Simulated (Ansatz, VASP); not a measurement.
**PbO2: VASP beside Ansatz**

Contents of INCAR:

```
SYSTEM = PbO2
PREC = Accurate
ENCUT = 600
EDIFF = 1E-6
ISMEAR = 0
SIGMA = 0.1
LREAL = .FALSE.
LASPH = .TRUE.
NELM = 200
ALGO = Normal
ISIF = 2
LWAVE = .FALSE.
LCHARG = .FALSE.
ISPIN = 2
MAGMOM = 0 0 0
LORBIT = 11
LDAU = .TRUE.
LDAUTYPE = 2
LDAUL = -1 1
LDAUU = 0 1.6
LDAUJ = 0 0
LDAUPRINT = 1
GGA = PE
NBANDS = 24
GGA_COMPAT = .FALSE.
```

File KPOINTS:

```
regular mesh
0
G
  6 6 6
  0 0 0
```

POSCAR

```
PbO2
1.0
    0.0000000000      2.7019920000      2.7019920000
    2.7019920000      0.0000000000      2.7019920000
    2.7019920000      2.7019920000      0.0000000000
Pb O
1 2
Direct
    0.0000000000      0.0000000000      0.0000000000
    0.2500000000      0.2500000000      0.2500000000
    0.7500000000      0.7500000000      0.7500000000
```

Input for Ansatz:

```yaml
crystal:
  lattice:
    - [0.0, 2.701992, 2.701992]
    - [2.701992, 0.0, 2.701992]
    - [2.701992, 2.701992, 0.0]
  atoms:
    - { symbol: Pb, position: [0.0, 0.0, 0.0] }
    - { symbol: O, position: [0.25, 0.25, 0.25] }
    - { symbol: O, position: [0.75, 0.75, 0.75] }
basis:
  ecutwfc: "17 Ha"
kpoints:
  mp_grid: { grid: [6, 6, 6] }
hamiltonian:
  xc: pbe
  hubbard: { sites: [{ species: O, l: p, u_eff: 1.6 }] }
scf:
  occupations: { method: gaussian, width: 0.1 }
output:
  forces: true
  stress: true
  eigenvalues: true
magnetization:
  spin_polarized: true
  initial_magnetization: 2.0
```

Alike in both runs: task single point; functional PBE; k mesh 6 × 6 × 6; occupations gaussian, width 0.1 eV; collinear spin; Hubbard terms O p U = 1.6 eV.

```csv
,VASP,Ansatz
version,VASP 6.6.1,Ansatz 0.2.0
potentials or method,"VASP PAW PBE potentials, release 64 (Pb_d, O), cutoff 600 eV","scalar-relativistic, plane waves, PAW"
valence electrons in the cell,26,26
```

|  | VASP | Ansatz | Ansatz less VASP |
| --- | --- | --- | --- |
| gap on the k mesh at the Fermi level (eV) | none | none | - |
| pressure (GPa) | -0.4 | -2.2 | -1.78 |
| net moment per atom (μB) | 0.00 | 0.00 | 0.000 |

The programs project onto different local orbitals, so the same U acts differently, and such runs can settle in different states. A gap of «none» marks a metal or a gap that the smearing closes. Ansatz's warnings: filled band counts differ across k points, seeded moment not kept.

Spin-orbit coupling is off throughout.
